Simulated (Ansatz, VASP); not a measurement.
GaAs in VASP and in Ansatz

File POSCAR:

```
GaAs
1.0
    0.0000000000      2.8332036537      2.7907055989
    2.8332036537      0.0000000000      2.7907055989
    2.8332036537      2.8332036537      0.0000000000
Ga As
1 1
Direct
    0.0000000000      0.0000000000      0.0000000000
    0.7500000000      0.7500000000      0.7500000000
```

File INCAR.step1:

```
SYSTEM = GaAs
PREC = Accurate
ENCUT = 520
ISMEAR = 0
SIGMA = 0.05
LREAL = .False.
LASPH = .True.
NELM = 60
NBANDS = 16
GGA = PE
ALGO = Normal
EDIFF = 1E-4
LWAVE = .True.
LCHARG = .False.
```

The input INCAR.step2:

```
SYSTEM = GaAs
PREC = Accurate
ENCUT = 520
EDIFF = 1E-7
ISMEAR = 0
SIGMA = 0.05
LREAL = .False.
LASPH = .True.
NELM = 60
ALGO = Normal
ISIF = 2
LWAVE = .False.
LCHARG = .False.
METAGGA = R2SCAN
LMIXTAU = .True.
NBANDS = 16
ISTART = 1
```

The input KPOINTS:

```
Automatic mesh
0
Gamma
  8 8 8
  0 0 0
```

Input for Ansatz:

```yaml
crystal:
  lattice:
    - [0.0, 2.8332036537, 2.7907055989]
    - [2.8332036537, 0.0, 2.7907055989]
    - [2.8332036537, 2.8332036537, 0.0]
  atoms:
    - { symbol: Ga, position: [0.0, 0.0, 0.0] }
    - { symbol: As, position: [0.75, 0.75, 0.75] }
basis:
  ecutwfc: 500
kpoints:
  mp_grid: { grid: [8, 8, 8] }
hamiltonian:
  xc: r2scan
scf:
  occupations: { method: gaussian, width: 0.05 }
output:
  forces: true
  stress: true
  eigenvalues: true
```

Change from the starting cell: strain -0.0150 x Voigt [0, 0, 1, 0, 0, 0], atoms carried along.

Alike in both runs: task single point; functional r2SCAN; k mesh 8 × 8 × 8; occupations gaussian, width 0.05 eV; no spin polarisation.

|  | VASP | Ansatz |
| --- | --- | --- |
| version | VASP 6.6.1 | Ansatz 0.2.0 |
| potentials or method | VASP PAW PBE potentials, release 64 (Ga_d, As), cutoff 520 eV | scalar-relativistic, plane waves, PAW |
| valence electrons in the cell | 18 | 28 |

```csv
,VASP,Ansatz,Ansatz less VASP
gap on the k mesh at the Fermi level (eV),1.00,1.02,+0.020
least direct gap on the mesh (eV),1.00,1.02,+0.020
pressure (GPa),1.3,1.1,-0.12
"traceless stress, the component that is largest in VASP (GPa)",0.67,0.66,-0.007
```

VASP's potentials were made for PBE, not for r2SCAN. VASP's potentials hold 18 valence electrons a cell and Ansatz's 28, so a difference there can come from the potentials and not from the codes.
